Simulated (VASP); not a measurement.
Write the native input for VASP 6.6.1 that does the following.

```yaml
Task: single point
Functional: PBE
Potentials_or_basis: VASP PAW PBE potentials, release 64 (Ni)
Cutoff: 520 eV
k_mesh: 24 × 24 × 24
Occupations: gaussian, width 0.15 eV
Spin: collinear spin, ferromagnetic start
Starting_moments: "[0.25] μB"
Fixed_moment: 0.25 μB
Dipole_correction: no
Further_INCAR_settings: ALGO = Fast; EDIFF = 1e-07; NBANDS = 15
```

The structure of Ni lies in POSCAR:

```
Ni
1.0
    0.0000000000      1.7591360705      1.7591360705
    1.7591360705      0.0000000000      1.7591360705
    1.7591360705      1.7591360705      0.0000000000
Ni
1
Direct
    0.0000000000      0.0000000000      0.0000000000
```

The input as run:

INCAR

```
PREC = Accurate ; ENCUT = 520
EDIFF = 1E-7 ; ISMEAR = 0
SIGMA = 0.15 ; LREAL = False
LASPH = True ; NELM = 150
ALGO = Fast ; ISIF = 2
LWAVE = False ; LCHARG = False
ISPIN = 2 ; MAGMOM = 0.25
LORBIT = 11 ; NUPDOWN = 0.25
LMAXMIX = 4 ; GGA = PE
NBANDS = 15
```

KPOINTS

```
Automatic mesh
0
Gamma
  24 24 24
```

Potentials or basis: VASP PAW PBE potentials, release 64 (Ni).

Launch:

```sh
$ cat potpaw_PBE.64/Ni/POTCAR > POTCAR
$ mpirun -np 1 vasp_std > vasp.out
```

Results of the run:

```json
{
 "Pressure": "-0.7 GPa",
 "Net moment": "0.25 μB per cell",
 "Site moments": "Ni +0.26 μB",
 "Valence electrons inside the program's atomic spheres": "Ni 9.31"
}
```

Caveat: the total moment is fixed, so each spin has its own Fermi level.

Run time: 88 s on 1 thread of Intel(R) Xeon(R) 6975P-C (Granite Rapids) (shared host), peak memory 0.21 GiB.
